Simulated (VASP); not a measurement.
# TiSi2 (Immm) in VASP: notebook

The runs below take TiSi2 through single point, with LDA.

Everything below comes from runs of VASP 6.6.1. Logs are shortened: lines on timing, memory, paths and dates and some standing lists are left out, and cuts for length are marked.

## 1. The cell of the first run

It takes space group Immm (No. 71, orthorhombic). Conventional cell: a = 2.984 Å, b = 3.458 Å, c = 8.490 Å, α = 90.00°, β = 90.00°, γ = 90.00°. Ti (site symmetry mmm) has 10 Si at 2.62 to 2.96 Å and 4 Ti at 2.98 to 3.46 Å within 3.5 Å. Si (site symmetry mm2) has 9 Si at 2.56 to 3.46 Å and 5 Ti at 2.62 to 2.96 Å within 3.5 Å.

## 2. Single point, LDA (atoms shifted along a free coordinate)

File INCAR:

```
SYSTEM = TiSi2
  PREC = Accurate
  ENCUT = 520
  EDIFF = 1E-6
  ISMEAR = 0
  SIGMA = 0.15
  LREAL = .False.
  LASPH = .True.
  NELM = 100
  ALGO = Normal
  ISIF = 2
  LWAVE = .False.
  LCHARG = .True.
  LELF = .True.
  LVHAR = .True.
  NBANDS = 17
```

File KPOINTS:

```
regular mesh
0
Gamma
  18 18 18
  0 0 0
```

File POSCAR:

```
TiSi2
1.0
   -1.4918812718      1.7290134802      4.2450369792
    1.4918812718     -1.7290134802      4.2450369792
    1.4918812718      1.7290134802     -4.2450369792
Ti Si
1 2
Direct
    0.0000000000      0.0000000000      0.0000000000
    0.3490558154      0.3490558154      0.0000000000
    0.6509441846      0.6509441846      0.0000000000
```

Potentials or basis: VASP PAW LDA potentials, release 64 (Ti_sv, Si).

The run is started by

```
cat potpaw_LDA.64/Ti_sv/POTCAR potpaw_LDA.64/Si/POTCAR > POTCAR
mpirun -np 1 vasp_std > vasp.out
```

OUTCAR:

```text
SYSTEM = TiSi2
   PREC = Accurate
   ENCUT = 520
   EDIFF = 1E-6
   ISMEAR = 0
   LREAL = .False.
   LASPH = .True.
   NELM = 100
   ISIF = 2

 ion  position               nearest neighbor table
   1  0.000  0.000  0.000-   2 2.62   3 2.62   3 2.62   3 2.62   3 2.62   2 2.62   2 2.62   2 2.62
                             2 2.96   3 2.96
   2  0.349  0.349  0.000-   3 2.56   1 2.62   1 2.62   1 2.62   1 2.62   3 2.84   3 2.84   3 2.84
                             3 2.84   1 2.96
   3  0.651  0.651  0.000-   2 2.56   1 2.62   1 2.62   1 2.62   1 2.62   2 2.84   2 2.84   2 2.84
                             2 2.84   1 2.96

  LATTYP: Found a body centered orthorhombic cell.
 ALAT       =     2.9837625436
 B/A-ratio  =     1.1589484451
 C/A-ratio  =     2.8454254768

  Lattice vectors:

 A1 = (  -1.4918812718,   1.7290134802,   4.2450369792)
 A2 = (   1.4918812718,  -1.7290134802,   4.2450369792)
 A3 = (   1.4918812718,   1.7290134802,  -4.2450369792)

Analysis of symmetry for initial positions (statically):
=====================================================================
 Subroutine PRICEL returns:
 Original cell was already a primitive cell.

 Routine SETGRP: Setting up the symmetry group for a
 body centered orthorhombic supercell.

 Subroutine GETGRP returns: Found  8 space group operations
 (whereof  8 operations were pure point group operations)
 out of a pool of  8 trial point group operations.

The static configuration has the point symmetry D_2h.

Analysis of symmetry for dynamics (positions and initial velocities):
=====================================================================
 Subroutine PRICEL returns:
 Original cell was already a primitive cell.

 Routine SETGRP: Setting up the symmetry group for a
 body centered orthorhombic supercell.

 Subroutine GETGRP returns: Found  8 space group operations
 (whereof  8 operations were pure point group operations)
 out of a pool of  8 trial point group operations.

The dynamic configuration has the point symmetry D_2h.

 Subroutine INISYM returns: Found  8 space group operations
 (whereof  8 operations are pure point group operations),
 and found     1 'primitive' translations

----------------------------------------------------------------------------------------

                                     Primitive cell

  volume of cell :      43.8000

  direct lattice vectors                    reciprocal lattice vectors
    -1.491881272  1.729013480  4.245036979     0.000000000  0.289182245  0.117784604
     1.491881272 -1.729013480  4.245036979     0.335147313  0.000000000  0.117784604
     1.491881272  1.729013480 -4.245036979     0.335147313  0.289182245  0.000000000

  length of vectors
     4.820325331  4.820325331  4.820325331     0.312249234  0.355242079  0.442662504

  position of ions in fractional coordinates (direct lattice)
     0.000000000  0.000000000  0.000000000
     0.349055815  0.349055815  0.000000000
     0.650944185  0.650944185  0.000000000

  ion indices of the primitive-cell ions
   primitive index   ion index
                 1           1
                 2           2
                 3           3

----------------------------------------------------------------------------------------

 KPOINTS: regular mesh

Automatic generation of k-mesh.
 Grid dimensions read from file:
 generate k-points for:   18   18   18

 Generating k-lattice:

  Cartesian coordinates                     Fractional coordinates (reciprocal lattice)
     0.000000000  0.016065680  0.006543589     0.055555556  0.000000000  0.000000000
     0.018619295  0.000000000  0.006543589     0.000000000  0.055555556  0.000000000
     0.018619295  0.016065680  0.000000000     0.000000000  0.000000000  0.055555556

  Length of vectors
     0.017347180  0.019735671  0.024592361

  Shift w.r.t. Gamma in fractional coordinates (k-lattice)
     0.000000000  0.000000000  0.000000000

 Subroutine IBZKPT returns following result:
 ===========================================

 Found    865 irreducible k-points:

 Following reciprocal coordinates:
            Coordinates               Weight
  0.000000  0.000000  0.000000      1.000000
  0.055556 -0.000000  0.000000      4.000000
  0.111111 -0.000000  0.000000      4.000000
  0.166667  0.000000 -0.000000      4.000000
  0.222222  0.000000  0.000000      4.000000
  0.277778  0.000000 -0.000000      4.000000
[... 16 lines left out ...]
 -0.333333  0.055556  0.000000      8.000000
 -0.277778  0.055556  0.000000      8.000000
 [... further k-points ...]
   k-points           NKPTS =    865   k-points in BZ     NKDIM =    865   number of bands    NBANDS=     17
   number of dos      NEDOS =    301   number of ions     NIONS =      3
   total plane-waves  NPLWV =  46656
   dimension x,y,z NGX =    36 NGY =   36 NGZ =   36
   dimension x,y,z NGXF=    72 NGYF=   72 NGZF=   72
   ions per type =               1   2
   NGX,Y,Z   is equivalent  to a cutoff of  12.42, 12.42, 12.42 a.u.
   NGXF,Y,Z  is equivalent  to a cutoff of  24.83, 24.83, 24.83 a.u.
 SYSTEM =  TiSi2
   PREC   = accura    normal or accurate (medium, high low for compatibility)
   ISTART =      0    job   : 0-new  1-cont  2-samecut
   ICHARG =      2    charge: 1-file 2-atom 10-const
   ISPIN  =      1    spin polarized calculation?
   LNONCOLLINEAR =      F non collinear calculations
   LSORBIT =      F    spin-orbit coupling
   LASPH  =      T    aspherical Exc in radial PAW
   ENCUT  =  520.0 eV  38.22 Ry    6.18 a.u.   8.96  8.96  8.96*2*pi/ulx,y,z
   NELM   =    100;   NELMIN=  2; NELMDL= -5     # of ELM steps
   EDIFF  = 0.1E-05   stopping-criterion for ELM
   LREAL  =      F    real-space projection
   EDIFFG = 0.1E-04   stopping-criterion for IOM
   NSW    =      0    number of steps for IOM
   IBRION =     -1    ionic relax: 0-MD 1-quasi-New 2-CG
   NFREE  =      0    steps in history (QN), initial steepest desc. (CG)
   ISIF   =      2    stress and relaxation
   ISYM   =      2    0-nonsym 1-usesym 2-fastsym
   POTIM  = 0.5000    time-step for ionic-motion
   TEBEG  =    0.0;   TEEND  =   0.0 temperature during run
   PSTRESS=    0.0 pullay stress
   NELECT =      20.0000    total number of electrons
   NUPDOWN=      -1.0000    fix difference up-down
   EMIN   =  10.00;   EMAX   =-10.00  energy-range for DOS
   EFERMI =   0.00;   METHOD = LEGACY
   ISMEAR =     0;   SIGMA  =   0.15  broadening in eV -4-tet -1-fermi 0-gaus
   EFERMI_NEDOS =   21; number of points for ismear=-14 and -15
   IALGO  =     38    algorithm
   IMIX   =      4    mixing-type and parameters
     AMIX     =   0.40;   BMIX     =  1.00
     AMIX_MAG =   1.60;   BMIX_MAG =  1.00
  volume/ion in A,a.u.               =      14.60        98.53
  Fermi-wavevector in a.u.,A,eV,Ry     =   1.260647  2.382277 21.622795  1.589231
  Thomas-Fermi vector in A             =   2.394146
   LORBIT       =      0    0 simple, 1 ext, 2 COOP (PROOUT), +10 PAW based schemes
   GGA     = CA    functional components
   LHFCALC =     F    Hartree Fock is set to
   AEXX    =    0.0000 exact exchange contribution
   IVDW    =     0    specifies the selected vdW correction
   LEPSILON=     F    determine dielectric tensor
   LRPA    =     F    only Hartree local field effects (RPA)
 non-spin polarized calculation
 Gauss-broadening in eV      SIGMA  =   0.15
  energy-cutoff  :      520.00
  volume of cell :       43.80
 maximum number of plane-waves:      1208
   NGX = 17   NGY = 17   NGZ = 17

 number of electron      19.9999999 magnetization

 Free energy of the ion-electron system (eV)
  ---------------------------------------------------
  ext. energy  EPLUGINS =         0.00000000
  ---------------------------------------------------
  free energy    TOTEN  =       -21.69635052 eV

  energy without entropy =      -21.67807699  energy(sigma->0) =      -21.68721375

 E-fermi :   9.3848     XC(G=0): -11.6955

 val. band max:        9.3845038737   @ k =  -0.2222  -0.4444   0.2222
 cond. band min:       9.3850361298   @ k =  -0.2222  -0.3333   0.0556
 fundamental gap:      0.0005322561
 Fermi energy:         9.3848088954

 k-point     1 :       0.0000    0.0000    0.0000
  band No.  band energies     occupation
      1     -46.1438      2.00000
      2     -22.8621      2.00000
      3     -22.8607      2.00000
      4     -22.6050      2.00000
      5      -2.5503      2.00000
      6       4.3355      2.00000
[... 9 lines left out ...]
     16      14.6066      0.00000
     17      15.3973      0.00000

 k-point     2 :       0.0556   -0.0000    0.0000
  band No.  band energies     occupation
      1     -46.1436      2.00000
      2     -22.8636      2.00000
      3     -22.8619      2.00000
      4     -22.6048      2.00000
      5      -2.5054      2.00000
      6       4.2446      2.00000
[... 9 lines left out ...]
     16      14.6739      0.00000
     17      15.4579      0.00000

 k-point     3 :       0.1111   -0.0000    0.0000
  band No.  band energies     occupation
      1     -46.1431      2.00000
      2     -22.8721      2.00000
      3     -22.8612      2.00000
      4     -22.6042      2.00000
      5      -2.3716      2.00000
      6       4.0283      2.00000
[... 9 lines left out ...]
     16      15.1012      0.00000
     17      15.6685      0.00000

 k-point     4 :       0.1667    0.0000   -0.0000
  band No.  band energies     occupation
      1     -46.1422      2.00000
      2     -22.8850      2.00000
      3     -22.8601      2.00000
      4     -22.6032      2.00000
      5      -2.1515      2.00000
      6       3.7482      2.00000
[... 9 lines left out ...]
     16      16.0369      0.00000
     17      16.0889      0.00000
[... 343 lines left out ...]
      1     -46.1372      2.00000
      2     -22.9445      2.00000
      3     -22.8537      2.00000
      4     -22.6084      2.00000
      5      -0.5650      2.00000
      6       2.1938      2.00000
[... 9 lines left out ...]
     16      16.2301      0.00000
     17      17.5142      0.00000

 k-point    23 :      -0.3333    0.0556    0.0000
  band No.  band energies     occupation
      1     -46.1381      2.00000
      2     -22.9318      2.00000
      3     -22.8547      2.00000
      4     -22.6094      2.00000
      5      -1.0462      2.00000
      6       2.7522      2.00000
[... 9 lines left out ...]
     16      16.4551      0.00000
     17      17.6695      0.00000

 k-point    24 :      -0.2778    0.0556    0.0000
  band No.  band energies     occupation
      1     -46.1391      2.00000
      2     -22.9162      2.00000
      3     -22.8560      2.00000
      4     -22.6106      2.00000
      5      -1.4776      2.00000
      6       3.2683      2.00000
[... 9 lines left out ...]
     16      16.3565      0.00000
     17      17.4266      0.00000

 [... further k-points ...]

------------------------ aborting loop because EDIFF is reached ----------------------------------------

  FORCE on cell =-STRESS in cart. coord.  units (eV):
  Direction    XX          YY          ZZ          XY          YZ          ZX
  --------------------------------------------------------------------------------------
  -------------------------------------------------------------------------------------
  Total       -1.8899685     -1.1310521     -2.1648526      0.0000000      0.0000000      0.0000000
  in kB      -69.1338983    -41.3731989    -79.1889899      0.0000000      0.0000000      0.0000000
  external PRESSURE =     -63.2320290 kB  Pullay stress =       0.0000000 kB

 VOLUME and BASIS-vectors are now :
 -----------------------------------------------------------------------------
  energy-cutoff  :      520.00
  volume of cell :       43.80
      direct lattice vectors                 reciprocal lattice vectors
    -1.491881272  1.729013480  4.245036979     0.000000000  0.289182245  0.117784604
     1.491881272 -1.729013480  4.245036979     0.335147313  0.000000000  0.117784604
     1.491881272  1.729013480 -4.245036979     0.335147313  0.289182245  0.000000000

 POSITION                                       TOTAL-FORCE (eV/Angst)
 -----------------------------------------------------------------------------------
      0.00000      0.00000      0.00000        -0.000000      0.000000      0.000000
      0.00000      0.00000      2.96351         0.000000     -0.000000     -1.081531
      0.00000      0.00000      5.52656         0.000000      0.000000      1.081531
 -----------------------------------------------------------------------------------
    total drift:                               -0.000000      0.000000      0.000000

  FREE ENERGIE OF THE ION-ELECTRON SYSTEM (eV)
  ---------------------------------------------------
  free  energy   TOTEN  =       -21.6963505237 eV

  energy  without entropy=      -21.6780769852  energy(sigma->0) =      -21.68721375
```

It took 10 min on 1 thread of Intel Xeon 6975P-C (Granite Rapids), shared host; peak memory 0.68 GiB.

Results:

```
Free energy            : -21.6964 eV
Pressure               : -6.3 GPa
Largest force          : 1.082 eV/Å
Band gap on the k mesh : zero (bands 10 and 11 overlap by 2.57 eV)
```

Forces on the atoms (eV/Å):
```
Ti   0.000  0.000  0.000
Si   0.000  0.000 -1.082
Si   0.000  0.000  1.082
```

Caveat: the cell differs from its parent crystal (atoms shifted along a free coordinate); the cell stands under tension; forces of over 1 eV/Å act on the atoms, so gaps and moduli don't describe the material at rest.

## 3. Single point, LDA

File INCAR:

```
ALGO = Normal
EDIFF = 1E-6
ENCUT = 520
ISIF = 2
ISMEAR = 0
LASPH = True
LCHARG = False
LREAL = False
LWAVE = False
NBANDS = 17
NELM = 60
PREC = Accurate
SIGMA = 0.15
```

File KPOINTS:

```
k-points
0
Gamma
  18 18 18
```

File POSCAR:

```
TiSi2
1.0
   -1.4918812718      1.7290134802      4.2450369792
    1.4918812718     -1.7290134802      4.2450369792
    1.4918812718      1.7290134802     -4.2450369792
Ti Si
1 2
Direct
    0.0000000000      0.0000000000      0.0000000000
    0.3309289791      0.3309289791      0.0000000000
    0.6690710209      0.6690710209      0.0000000000
```

Potentials or basis: VASP PAW LDA potentials, release 64 (Ti_sv, Si).

The run is started by

```
cat potpaw_LDA.64/Ti_sv/POTCAR potpaw_LDA.64/Si/POTCAR > POTCAR
mpirun -np 1 vasp_std > vasp.out
```

Wall time 6.2 min (1 thread of Intel Xeon 6975P-C (Granite Rapids), shared host); peak memory 0.68 GiB.

It converged, with:

```yaml
Free_energy: -21.8500 eV
Pressure: -9.9 GPa
Largest_force: 0.053 eV/Å
Band_gap_on_the_k_mesh: zero (bands 10 and 11 overlap by 2.29 eV)
```

Forces in eV/Å, atoms in the order of the input:
```
Ti   0.000  0.000  0.000
Si   0.000  0.000  0.053
Si   0.000  0.000 -0.053
```

Stress tensor (GPa, compression positive):
```
 -9.07   0.00   0.00
  0.00 -10.27   0.00
  0.00   0.00 -10.36
```

Levels at points of the mesh, in eV from the Fermi level:
| k point | band 7 | band 8 | band 9 | band 10 | band 11 | band 12 | band 13 | band 14 |
| --- | --- | --- | --- | --- | --- | --- | --- | --- |
| (0.00, 0.00, 0.00) | -4.08 | -2.01 | -0.57 | 0.70 | 2.09 | 2.27 | 3.05 | 3.64 |
| (0.50, 0.00, 0.00) | -4.15 | -3.63 | -0.62 | 0.86 | 1.94 | 2.45 | 3.37 | 3.98 |
| (0.00, 0.50, 0.00) | -3.48 | -3.30 | -0.91 | -0.39 | 0.96 | 2.79 | 3.21 | 3.86 |
| (0.50, 0.50, 0.00) | -4.81 | -4.66 | -2.76 | -1.22 | -0.60 | 2.69 | 2.76 | 3.06 |
| (0.50, 0.50, 0.50) | -1.18 | -1.15 | -0.27 | 0.45 | 1.87 | 2.32 | 2.35 | 3.61 |

Caveat: the cell stands under tension.

## 4. Single point, LDA (atoms shifted along a free coordinate)

File INCAR:

```
ALGO = Normal
EDIFF = 1E-6
ENCUT = 520
GGA = CA
ISIF = 2
ISMEAR = 0
LASPH = T
LCHARG = T
LELF = T
LREAL = F
LVHAR = T
LWAVE = F
NBANDS = 17
NELM = 60
PREC = Accurate
SIGMA = 0.15
```

KPOINTS is that of step 3.

File POSCAR:

```
TiSi2
1.0
   -1.4540925019      1.6852182440      4.1375118505
    1.4540925019     -1.6852182440      4.1375118505
    1.4540925019      1.6852182440     -4.1375118505
Ti Si
1 2
Direct
    0.0000000000      0.0000000000      0.0000000000
    0.3369712579      0.3369712579      0.0000000000
    0.6630287421      0.6630287421      0.0000000000
```

The run is started by

```
cat potpaw_LDA.64/Ti_sv/POTCAR potpaw_LDA.64/Si/POTCAR > POTCAR
mpirun -np 1 vasp_std > vasp.out
```

Run time: 6.1 min. Hardware: 1 thread of Intel Xeon 6975P-C (Granite Rapids), shared host; peak memory 0.63 GiB.

Results (log left out):

| Property | Result |
| --- | --- |
| Free energy | -21.9287 eV |
| Pressure | 0.9 GPa |
| Largest force | 0.511 eV/Å |
| Band gap on the k mesh | zero (bands 10 and 11 overlap by 2.61 eV) |

Forces on the atoms (eV/Å):
```
Ti   0.000  0.000  0.000
Si   0.000  0.000 -0.511
Si   0.000  0.000  0.511
```

Stress tensor (GPa, compression positive):
```
0.36 0.00 0.00
0.00 2.27 0.00
0.00 0.00 0.08
```

Levels at points of the mesh, in eV from the Fermi level:
| k point | band 6 | band 7 | band 8 | band 9 | band 10 | band 11 | band 12 | band 13 | band 14 | band 15 |
| --- | --- | --- | --- | --- | --- | --- | --- | --- | --- | --- |
| (0.00, 0.00, 0.00) | -5.06 | -3.96 | -1.95 | -0.73 | 0.91 | 2.47 | 2.55 | 3.07 | 4.09 | 4.56 |
| (0.50, 0.00, 0.00) | -8.96 | -4.37 | -3.82 | -0.67 | 0.83 | 2.16 | 2.71 | 3.82 | 4.01 | 5.97 |
| (0.00, 0.50, 0.00) | -8.00 | -3.69 | -3.57 | -1.12 | -0.41 | 1.04 | 3.26 | 3.69 | 3.96 | 4.62 |
| (0.50, 0.50, 0.00) | -5.16 | -4.89 | -4.32 | -2.79 | -1.40 | -0.76 | 3.09 | 3.30 | 3.47 | 3.78 |
| (0.50, 0.50, 0.50) | -9.23 | -1.30 | -0.96 | -0.19 | 0.46 | 2.07 | 2.53 | 2.78 | 4.12 | 4.14 |

Caveat: the cell differs from its parent crystal (atoms shifted along a free coordinate).

[end of part 1 of 2]
